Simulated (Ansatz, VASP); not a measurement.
Two plane-wave programs on BN

INCAR

```
SYSTEM = BN
  ALGO = Normal
  EDIFF = 1E-7
  ENCUT = 520
  GGA = PE
  ISIF = 2
  ISMEAR = 0
  LASPH = .TRUE.
  LCHARG = .TRUE.
  LELF = .TRUE.
  LREAL = .FALSE.
  LVHAR = .TRUE.
  LWAVE = .FALSE.
  NBANDS = 11
  NELM = 60
  PREC = Accurate
  SIGMA = 0.02
```

The input KPOINTS:

```
k-points
0
G
  10 10 10
  0 0 0
```

File POSCAR:

```
BN
1.0
    0.0000000000      3.4953158300      2.1660912400
    1.2516321000      0.0000000000      2.1660912400
    1.2516321000      3.4953158300      0.0000000000
B N
1 1
Direct
    0.0000486500      0.0000486500      0.9999513500
    0.6666513400      0.6666513400      0.3333486600
```

Input for Ansatz:

```yaml
crystal:
  lattice:
    - [0.0, 3.49531583, 2.16609124]
    - [1.2516321, 0.0, 2.16609124]
    - [1.2516321, 3.49531583, 0.0]
  atoms:
    - { symbol: B, position: [4.865e-05, 4.865e-05, 0.99995135] }
    - { symbol: "N", position: [0.66665134, 0.66665134, 0.33334866] }
basis:
  ecutwfc: 420
kpoints:
  mp_grid: { grid: [10, 10, 10] }
hamiltonian:
  xc: pbe
scf:
  occupations: { method: gaussian, width: 0.02 }
output:
  forces: true
  stress: true
  eigenvalues: true
```

Alike in both runs: task single point; functional PBE; k mesh 10 × 10 × 10; occupations gaussian, width 0.02 eV; no spin polarisation.

|  | VASP | Ansatz |
| --- | --- | --- |
| version | VASP 6.6.1 | Ansatz 0.2.0 |
| potentials or method | VASP PAW PBE potentials, release 64 (B, N), cutoff 520 eV | scalar-relativistic, plane waves, PAW |
| valence electrons in the cell | 8 | 8 |

VASP gave:

```
gap on the k mesh at the Fermi level (eV)                     : 3.90
least direct gap on the mesh (eV)                             : 4.75
pressure (GPa)                                                : 3.3
traceless stress, the component that is largest in VASP (GPa) : -1.70
rms of the force components (eV/Å)                            : 0.006
```

**Question.** Estimate Ansatz's values.

**Answer.** gap on the k mesh at the Fermi level (eV): 3.91; least direct gap on the mesh (eV): 4.76; pressure (GPa): 3.2; traceless stress, the component that is largest in VASP (GPa): -1.49; rms of the force components (eV/Å): 0.006.

Atom by atom the forces differ by 0.000 eV/Å (rms over components).
